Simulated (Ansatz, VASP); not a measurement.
Two plane-wave programs on TaPtSe4

```
Ta Pt Se
1.0
     0.00000    4.04315    4.04315
     4.04315    0.00000    4.04315
     4.04315    4.04315    0.00000
Ta Pt Se
1 1 4
Direct
  0.25000 0.25000 0.25000
  0.00000 0.00000 0.00000
  0.12265 0.62578 0.62578
  0.62578 0.12265 0.62578
  0.62578 0.62578 0.12265
  0.62578 0.62578 0.62578
```

Change from the starting cell: species swapped into the HoCu4Au type (F-43m, No. 216).

Alike in both runs: task single point; functional PBE; k mesh 4 × 4 × 4; occupations gaussian, width 0.1 eV; no spin polarisation.

```csv
,VASP,Ansatz
version,VASP 6.6.1,Ansatz 0.2.0
potentials or method,"VASP PAW PBE potentials, release 64 (Ta_pv, Pt, Se), cutoff 520 eV","scalar-relativistic, plane waves, PAW"
valence electrons in the cell,45,95
```

|  | VASP | Ansatz | Ansatz less VASP |
| --- | --- | --- | --- |
| gap on the k mesh at the Fermi level (eV) | none | none | - |
| pressure (GPa) | -8.7 | -8.7 | 0.00 |
| rms of the force components (eV/Å) | 0.094 | 0.094 | +0.0002 |

Atom by atom the forces differ by 0.000 eV/Å (rms over components). A gap of «none» marks a metal or a gap that the smearing closes. The functional is the same, so the differences come from potentials, cutoffs and numerics. VASP's potentials hold 45 valence electrons a cell and Ansatz's 95, so a difference there can come from the potentials and not from the codes.

Spin-orbit coupling is off throughout.
